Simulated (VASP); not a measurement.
A run of VASP 6.6.1:

The input INCAR:

```
SYSTEM = Zn
  PREC = Accurate
  ENCUT = 520
  EDIFF = 1E-7
  ISMEAR = -1
  SIGMA = 0.1
  LREAL = .FALSE.
  LASPH = .TRUE.
  NELM = 80
  ALGO = Normal
  ISIF = 2
  LWAVE = .FALSE.
  LCHARG = .TRUE.
  GGA = B5
  ALDAX = 1.0
  AGGAX = 1.0
  AGGAC = 1.0
  ALDAC = 0.0
  LELF = .TRUE.
  LVHAR = .TRUE.
  NBANDS = 19
```

File KPOINTS:

```
regular mesh
0
G
  17 17 9
  0 0 0
```

The input POSCAR:

```
Zn
1.0
   -2.7422888675      2.4333053425      1.2636256656
    2.4333053425     -2.7422888675      1.2636256656
    2.8773381896      2.8773381896     -1.8295295574
Zn
2
Direct
    0.9856353095      0.0143646905      1.0000000000
    0.7643646905      0.2356353095      0.5000000000
```

Potentials or basis: VASP PAW PBE potentials, release 64 (Zn).

Command:

```sh
$ cat potpaw_PBE.64/Zn/POTCAR > POTCAR
$ mpirun -np 1 vasp_std > vasp.out
```

Hardware: 1 thread of AMD EPYC 9R45 96-Core Processor (Zen 5) (shared host).

Task: Estimate the wall time of this run.

Result: Run time: 3.9 min on 1 thread of AMD EPYC 9R45 96-Core Processor (Zen 5) (shared host), peak memory 0.44 GiB. Counts: scf iterations 12, k points 693.
